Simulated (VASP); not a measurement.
# Mg12Au: single point with PBE

The system is Mg12Au, a slab with vacuum.

```xyz
13
Lattice="6.4200 0.0000 0.0000 3.2100 5.5599 0.0000 0.0000 0.0000 16.2130" Properties=species:S:1:pos:R:3 pbc="T T T"
Mg    0.0000    0.0000    1.0000
Mg    3.2100    0.0000    1.0000
Mg    1.6050    2.7799    1.0000
Mg    4.8150    2.7799    1.0000
Mg   -0.0068    1.8492    3.5977
Mg    3.2033    1.8384    3.5922
Mg    1.5890    4.6346    3.5923
Mg    4.8171    4.6343    3.5924
Mg   -0.0109   -0.0602    6.1751
Mg    3.1982   -0.0072    6.1879
Mg    1.6438    2.8020    6.1729
Mg    4.7577    2.8001    6.1749
Au    6.4189    1.8523    7.9892
```

| Property | Result |
| --- | --- |
| Program | VASP 6.6.1 |
| Task | single point |
| Functional | PBE |
| Potentials or basis | VASP PAW PBE potentials, release 64 (Mg, Au) |
| Cutoff | 520 eV |
| k mesh | 3 × 3 × 1 |
| Occupations | gaussian, width 0.1 eV |
| Spin | no spin polarisation |
| Dipole correction | no |
| Further INCAR settings | ALGO = Normal; EDIFF = 1e-07; NBANDS = 30 |

- Largest force: 0.058 eV/Å
- Band gap on the k mesh: zero (an odd number of electrons rules out a gap without spin polarisation)

Forces on the atoms (eV/Å):
```
Mg  -0.003  0.054  0.000
Mg  -0.003 -0.002  0.017
Mg  -0.050 -0.029  0.001
Mg   0.045 -0.029  0.000
Mg   0.002  0.001  0.001
Mg   0.001  0.000 -0.001
Mg   0.000  0.001 -0.001
Mg   0.002  0.001  0.000
Mg   0.002  0.012  0.004
Mg   0.003  0.002 -0.004
Mg   0.001  0.001 -0.009
Mg   0.012 -0.004  0.005
Au  -0.013 -0.007 -0.014
```

Levels at points of the mesh, in eV from the Fermi level:
```tsv
k point	band 14	band 15	band 16	band 17	band 18	band 19	band 20	band 21
(0.00, 0.00, 0.00)	-1.69	-1.48	-0.72	-0.72	-0.71	-0.21	-0.13	-0.13
```

It took 120 s on 1 thread of Intel(R) Xeon(R) 6975P-C (Granite Rapids), on a shared host, peak memory 0.59 GiB.

Caveat: the k points lie up to 0.38 Å⁻¹ apart, too coarse for converged energies and pressures of a metal; spin-orbit coupling is left out, which moves the levels of the heavy elements.
